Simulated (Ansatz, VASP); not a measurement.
# Te2Mo in VASP and in Ansatz

```
CELL_PARAMETERS angstrom
3.55499 0.00000 0.00000
-1.77750 3.07871 0.00000
0.00000 0.00000 35.03654
ATOMIC_POSITIONS crystal
Te 0.33333 0.66667 0.44840
Te 0.31063 0.66667 0.94840
Te 0.35603 0.66667 0.05160
Te 0.33333 0.66667 0.55160
Mo 0.00000 0.00000 0.00000
Mo 0.00000 0.00000 0.50000
```

Change from the starting cell: mode 7 frozen in at -0.081 Å and mode 12 at +0.000 Å (largest displacements).

Alike in both runs: task single point; functional PBE; k mesh 9 × 9 × 1; occupations gaussian, width 0.05 eV; no spin polarisation.

|  | VASP | Ansatz |
| --- | --- | --- |
| version | VASP 6.6.1 | Ansatz 0.2.0 |
| potentials or method | VASP PAW PBE potentials, release 64 (Te, Mo_sv), cutoff 520 eV | scalar-relativistic, plane waves, PAW |
| valence electrons in the cell | 52 | 92 |

```tsv
	VASP	Ansatz	Ansatz less VASP
gap on the k mesh at the Fermi level (eV)	1.07	1.07	+0.001
least direct gap on the mesh (eV)	1.07	1.07	+0.001
rms of the force components (eV/Å)	0.166	0.166	-0.0003
```

Atom by atom the forces differ by 0.006 eV/Å (rms over components). The functional is the same, so the differences come from potentials, cutoffs and numerics. VASP's potentials hold 52 valence electrons a cell and Ansatz's 92, so a difference there can come from the potentials and not from the codes.

Spin-orbit coupling is off throughout.
